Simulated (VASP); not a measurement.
# Hf2TaO3: single point with PBE

The system is Hf2TaO3.

```
Hf Ta O
1.0
     2.64359    1.52628    3.83830
    -2.64359    1.52628    3.83830
     0.00000   -3.05255    3.83830
Hf Ta O
2 1 3
Direct
  0.71606 0.71606 0.71606
  0.28394 0.28394 0.28394
  0.00000 0.00000 0.00000
  0.00000 0.50000 0.00000
  0.50000 0.00000 0.00000
  0.00000 0.00000 0.50000
```

| Property | Result |
| --- | --- |
| Program | VASP 6.6.1 |
| Task | single point |
| Functional | PBE |
| Potentials or basis | VASP PAW PBE potentials, release 64 (Hf_pv, Ta_pv, O) |
| Cutoff | 520 eV |
| k mesh | 6 × 6 × 6 |
| Occupations | gaussian, width 0.1 eV |
| Spin | no spin polarisation |
| Dipole correction | no |
| Further INCAR settings | ALGO = Normal; EDIFF = 1e-07; NBANDS = 34 |

```json
{
 "Pressure": "-1.0 GPa",
 "Largest force": "0.211 eV/Å"
}
```

Forces in eV/Å, atoms in the order of the input:
```
Hf   0.000  0.000  0.211
Hf   0.000  0.000 -0.211
Ta   0.000  0.000  0.000
O    0.000  0.000  0.000
O    0.000  0.000  0.000
O    0.000  0.000  0.000
```

Stress tensor (GPa, compression positive):
```
-0.97  0.00  0.00
 0.00 -0.97  0.00
 0.00  0.00 -1.13
```

Levels at points of the mesh, in eV from the Fermi level:
```csv
k point,band 21,band 22,band 23,band 24,band 25,band 26,band 27,band 28
"(0.00, 0.00, 0.00)",-3.55,-2.91,-1.35,-1.35,0.34,1.00,1.00,1.49
"(0.50, 0.00, 0.00)",-3.44,-2.64,-1.49,-0.04,0.03,1.19,1.31,1.34
"(0.50, 0.50, 0.00)",-3.45,-1.73,-1.14,-0.83,-0.66,0.49,1.16,1.20
"(0.50, 0.50, 0.50)",-2.85,-0.96,-0.40,-0.40,-0.31,-0.12,-0.12,2.70
```

It took 70 s on 1 thread of Intel(R) Xeon(R) Platinum 8488C (Sapphire Rapids), on a shared host, peak memory 0.26 GiB.

Caveat: spin-orbit coupling is left out, which moves the levels of the heavy elements; an odd number of electrons without spin polarisation forces a metal; a magnetic or distorted state may lie lower.
